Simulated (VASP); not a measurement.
# CuO (Tenorite) (C2/c) in VASP: single point with PBEsol

Aim: the single point of CuO (Tenorite) with PBEsol.

All numbers are computed with VASP 6.6.1; they aren't measurements. Logs are shortened: lines on timing, memory, paths and dates and some standing lists are left out, and cuts for length are marked.

**1. The cell of the first run**

Symmetry: C2/c, No. 15, monoclinic system. The conventional cell has a = 4.684 Å, b = 3.423 Å, c = 5.129 Å, α = 90.00°, β = 99.54°, γ = 90.00°. Within 2.6 Å of Cu (site symmetry -1) lie 4 O at 1.95 to 1.96 Å. Within 2.6 Å of O (site symmetry 2) lie 4 Cu at 1.95 to 1.96 Å.

**2. Single point, PBEsol**

Input file INCAR:

```
PREC = Accurate
ENCUT = 520
EDIFF = 1E-6
ISMEAR = 1
SIGMA = 0.01
LREAL = F
LASPH = T
NELM = 80
ALGO = Normal
ISIF = 2
LWAVE = F
LCHARG = F
GGA = PS
NBANDS = 25
```

Input file KPOINTS:

```
Automatic mesh
0
Gamma
  5 5 3
```

Input file POSCAR:

```
CuO
1.0
    2.3418500000     -1.7113000000      0.0000000000
    2.3418500000      1.7113000000      0.0000000000
   -0.8500300000      0.0000000000      5.0578700000
Cu O
2 2
Direct
    0.0000000000      0.5000000000      0.0000000000
    0.5000000000      0.0000000000      0.5000000000
    0.5816000000      0.4184000000      0.2500000000
    0.4184000000      0.5816000000      0.7500000000
```

Potentials or basis: VASP PAW PBE potentials, release 64 (Cu, O).

Command:

```console
> cat potpaw_PBE.64/Cu/POTCAR potpaw_PBE.64/O/POTCAR > POTCAR
> mpirun -np 1 vasp_std > vasp.out
```

OUTCAR:

```text
PREC = Accurate
   ENCUT = 520
   EDIFF = 1E-6
   ISMEAR = 1
   LREAL = F
   LASPH = T
   NELM = 80
   ISIF = 2
   GGA = PS

 ion  position               nearest neighbor table
   1  0.000  0.500  0.000-   3 1.95   4 1.95   4 1.96   3 1.96
   2  0.500  0.000  0.500-   4 1.95   3 1.95   4 1.96   3 1.96
   3  0.582  0.418  0.250-   2 1.95   1 1.95   2 1.96   1 1.96
   4  0.418  0.582  0.750-   1 1.95   2 1.95   2 1.96   1 1.96

  LATTYP: Found a base centered monoclinic cell.
 ALAT       =     4.6837000000
 B/A-ratio  =     0.7307470589
 C/A-ratio  =     1.0950319242
 COS(beta)  =    -0.1657365915

  Lattice vectors:

 A1 = (   2.3418500000,  -1.7113000000,   0.0000000000)
 A2 = (   2.3418500000,   1.7113000000,   0.0000000000)
 A3 = (  -0.8500300000,   0.0000000000,   5.0578700000)

Analysis of symmetry for initial positions (statically):
=====================================================================
 Subroutine PRICEL returns:
 Original cell was already a primitive cell.

 Routine SETGRP: Setting up the symmetry group for a
 base centered monoclinic supercell.

 Subroutine GETGRP returns: Found  4 space group operations
 (whereof  2 operations were pure point group operations)
 out of a pool of  4 trial point group operations.

The static configuration has the point symmetry S_2 .
 The point group associated with its full space group is C_2h.

Analysis of symmetry for dynamics (positions and initial velocities):
=====================================================================
 Subroutine PRICEL returns:
 Original cell was already a primitive cell.

 Routine SETGRP: Setting up the symmetry group for a
 base centered monoclinic supercell.

 Subroutine GETGRP returns: Found  4 space group operations
 (whereof  2 operations were pure point group operations)
 out of a pool of  4 trial point group operations.

The dynamic configuration has the point symmetry S_2 .
 The point group associated with its full space group is C_2h.

 Subroutine INISYM returns: Found  4 space group operations
 (whereof  2 operations are pure point group operations),
 and found     1 'primitive' translations

----------------------------------------------------------------------------------------

                                     Primitive cell

  volume of cell :      40.5399
[... 89 lines left out ...]
   LASPH  =      T    aspherical Exc in radial PAW
   ENCUT  =  520.0 eV  38.22 Ry    6.18 a.u.   5.39  5.39  9.54*2*pi/ulx,y,z
   NELM   =     80;   NELMIN=  2; NELMDL= -5     # of ELM steps
   EDIFF  = 0.1E-05   stopping-criterion for ELM
   LREAL  =      F    real-space projection
   EDIFFG = 0.1E-04   stopping-criterion for IOM
   NSW    =      0    number of steps for IOM
   IBRION =     -1    ionic relax: 0-MD 1-quasi-New 2-CG
   NFREE  =      0    steps in history (QN), initial steepest desc. (CG)
   ISIF   =      2    stress and relaxation
   ISYM   =      2    0-nonsym 1-usesym 2-fastsym
   POTIM  = 0.5000    time-step for ionic-motion
   TEBEG  =    0.0;   TEEND  =   0.0 temperature during run
   PSTRESS=    0.0 pullay stress
   NELECT =      34.0000    total number of electrons
   NUPDOWN=      -1.0000    fix difference up-down
   EMIN   =  10.00;   EMAX   =-10.00  energy-range for DOS
   EFERMI =   0.00;   METHOD = LEGACY
   ISMEAR =     1;   SIGMA  =   0.01  broadening in eV -4-tet -1-fermi 0-gaus
   EFERMI_NEDOS =   21; number of points for ismear=-14 and -15
   IALGO  =     38    algorithm
   IMIX   =      4    mixing-type and parameters
     AMIX     =   0.40;   BMIX     =  1.00
     AMIX_MAG =   1.60;   BMIX_MAG =  1.00
  volume/ion in A,a.u.               =      10.13        68.39
  Fermi-wavevector in a.u.,A,eV,Ry     =   1.543856  2.917465 32.429376  2.383492
  Thomas-Fermi vector in A             =   2.649460
   LORBIT       =      0    0 simple, 1 ext, 2 COOP (PROOUT), +10 PAW based schemes
   GGA     = PS    functional components
   LHFCALC =     F    Hartree Fock is set to
   AEXX    =    0.0000 exact exchange contribution
   IVDW    =     0    specifies the selected vdW correction
   LEPSILON=     F    determine dielectric tensor
   LRPA    =     F    only Hartree local field effects (RPA)
 non-spin polarized calculation
 Methfessel and Paxton  Order N= 1 SIGMA  =   0.01
  energy-cutoff  :      520.00
  volume of cell :       40.54
 maximum number of plane-waves:      1129
 NGX is ok and might be reduce to    24
   NGX = 11   NGY = 11   NGZ = 19

 number of electron      34.0000001 magnetization

 Free energy of the ion-electron system (eV)
  ---------------------------------------------------
  ext. energy  EPLUGINS =         0.00000000
  ---------------------------------------------------
  free energy    TOTEN  =       -21.33438317 eV

  energy without entropy =      -21.33433034  energy(sigma->0) =      -21.33436556

 E-fermi :   5.5170     XC(G=0): -12.1850

 val. band max:        5.5011267273   @ k =   0.4000   0.2000   0.3333
 cond. band min:       5.5204790841   @ k =   0.4000   0.0000  -0.0000
 fundamental gap:      0.0193523568
 Fermi energy:         5.5170291180

 k-point     1 :       0.0000    0.0000    0.0000
  band No.  band energies     occupation
      1     -14.3227      2.00000
      2     -12.9631      2.00000
      3      -2.6831      2.00000
      4      -0.0383      2.00000
      5       0.3644      2.00000
      6       2.2263      2.00000
[... 661 lines left out ...]
     24      19.5138      0.00000
     25      21.3179      0.00000

------------------------ aborting loop because EDIFF is reached ----------------------------------------

  FORCE on cell =-STRESS in cart. coord.  units (eV):
  Direction    XX          YY          ZZ          XY          YZ          ZX
  --------------------------------------------------------------------------------------
  -------------------------------------------------------------------------------------
  Total       -0.7051532     -0.0577510     -0.8053472      0.0000000      0.0000000     -0.2168246
  in kB      -27.8683471     -2.2823765    -31.8281084      0.0000000      0.0000000     -8.5691194
  external PRESSURE =     -20.6596107 kB  Pullay stress =       0.0000000 kB

 VOLUME and BASIS-vectors are now :
 -----------------------------------------------------------------------------
  energy-cutoff  :      520.00
  volume of cell :       40.54
      direct lattice vectors                 reciprocal lattice vectors
     2.341850000 -1.711300000  0.000000000     0.213506416 -0.292175539  0.035882073
     2.341850000  1.711300000  0.000000000     0.213506416  0.292175539  0.035882073
    -0.850030000  0.000000000  5.057870000     0.000000000  0.000000000  0.197711685

 POSITION                                       TOTAL-FORCE (eV/Angst)
 -----------------------------------------------------------------------------------
      1.17092      0.85565      0.00000        -0.000000     -0.000000      0.000000
      0.74591     -0.85565      2.52894        -0.000000     -0.000000      0.000000
      2.12934     -0.27928      1.26447         0.000000      0.316021      0.000000
      1.70433      0.27928      3.79340         0.000000     -0.316021      0.000000
 -----------------------------------------------------------------------------------
    total drift:                                0.000000      0.000000     -0.000000

  FREE ENERGIE OF THE ION-ELECTRON SYSTEM (eV)
  ---------------------------------------------------
  free  energy   TOTEN  =       -21.3343831686 eV

  energy  without entropy=      -21.3343303395  energy(sigma->0) =      -21.33436556
```

stdout:

```text
POSCAR found type information on POSCAR CuO
 POSCAR found :  2 types and       4 ions
 scaLAPACK will be used
 -----------------------------------------------------------------------------
|                                                                             |
|                                                                             |
|     You enforced a specific xc type in the INCAR file but a different       |
|     I HOPE YOU KNOW WHAT YOU ARE DOING!                                     |
|                                                                             |
 -----------------------------------------------------------------------------

 LDA part: xc-table for (Slater+PW92), standard interpolation
 POSCAR, INCAR and KPOINTS ok, starting setup
 FFT: planning ... GRIDC
 FFT: planning ... GRID_SOFT
 FFT: planning ... GRID
 WAVECAR not read
 entering main loop
```

Wall time 20 s (1 thread of AMD EPYC 7R13 (Zen 3), shared host); peak memory 0.13 GiB.

Results:

* Free energy: -21.3344 eV
* Pressure: -2.1 GPa
* Largest force: 0.316 eV/Å
* Band gap on the k mesh: zero (band 17 reaches 5.77 eV, above the bottom of band 18 at 5.45 eV)

Forces in eV/Å, atoms in the order of the input:
```
Cu   0.000  0.000  0.000
Cu   0.000  0.000  0.000
O    0.000  0.316  0.000
O    0.000 -0.316  0.000
```

Caveat: the k points lie up to 0.46 Å⁻¹ apart; the PAW data sets were made with another functional, which shifts forces and pressure a little; semilocal functionals often make such compounds metallic where correlation or magnetic order opens a gap, which also shifts bond lengths. With open d or f shells a metallic result of PBEsol can be an artefact of self-interaction; +U or a hybrid may open a gap.
